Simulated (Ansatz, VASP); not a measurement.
**GaN in VASP and in Ansatz**

File INCAR:

```
SYSTEM = GaN
  PREC = Accurate
  ENCUT = 520
  EDIFF = 1E-6
  ISMEAR = -1
  SIGMA = 0.02
  LREAL = .False.
  LASPH = .True.
  NELM = 80
  ALGO = Normal
  ISIF = 2
  LWAVE = .False.
  LCHARG = .True.
  GGA = PE
  LELF = .True.
  LVHAR = .True.
  NBANDS = 26
```

File KPOINTS:

```
Automatic mesh
0
Gamma
  12 12 6
  0 0 0
```

File POSCAR:

```
GaN
1.0
    3.2745057562      0.0000000000      0.0000000000
   -1.6372528781      2.8358051697      0.0000000000
    0.0000000000      0.0000000000      5.3323952009
Ga N
2 2
Direct
    0.3333333333      0.6666666667     -0.0010094593
    0.6666666667      0.3333333333      0.4989905407
    0.3333333333      0.6666666667      0.3760094593
    0.6666666667      0.3333333333      0.8760094593
```

Input for Ansatz:

```yaml
crystal:
  lattice:
    - [3.2745057562, 0.0, 0.0]
    - [-1.6372528781, 2.8358051697, 0.0]
    - [0.0, 0.0, 5.3323952009]
  atoms:
    - { symbol: Ga, position: [0.3333333333, 0.6666666667, -0.0010094593] }
    - { symbol: Ga, position: [0.6666666667, 0.3333333333, 0.4989905407] }
    - { symbol: "N", position: [0.3333333333, 0.6666666667, 0.3760094593] }
    - { symbol: "N", position: [0.6666666667, 0.3333333333, 0.8760094593] }
kpoints:
  mp_grid: { grid: [12, 12, 6] }
  band_path:
    path:
      - [0.0, 0.0, 0.0]
      - [0.5, 0.0, 0.0]
      - [0.3333333333, 0.3333333333, 0.0]
      - [0.0, 0.0, 0.5]
      - [0.5, 0.0, 0.5]
      - [0.3333333333, 0.3333333333, 0.5]
    npoints: 1
hamiltonian:
  xc: pbe
scf:
  occupations: { method: fermi_dirac, width: 0.02 }
  n_extra_bands: 5
output:
  forces: true
  stress: true
  eigenvalues: true
```

Change from the starting cell: hydrostatic strain +2.9%.

Alike in both runs: task single point; functional PBE; k mesh 12 × 12 × 6; occupations fermi-dirac, width 0.02 eV; no spin polarisation.

```csv
,VASP,Ansatz
version,VASP 6.6.1,Ansatz 0.2.0
potentials or method,"VASP PAW PBE potentials, release 64 (Ga_d, N)","plane waves, PAW"
plane-wave cutoff (eV),520,420
valence electrons in the cell,36,36
```

Ansatz gave:

| Item | Value |
| --- | --- |
| gap on the k mesh at the Fermi level (eV) | 1.37 |
| pressure (GPa) | -7.9 |
| traceless stress, the component that is largest in VASP (GPa) | 0.07 |

Problem. Estimate VASP's values.

Solution. gap on the k mesh at the Fermi level (eV): 1.38; pressure (GPa): -7.7; traceless stress, the component that is largest in VASP (GPa): 0.09.
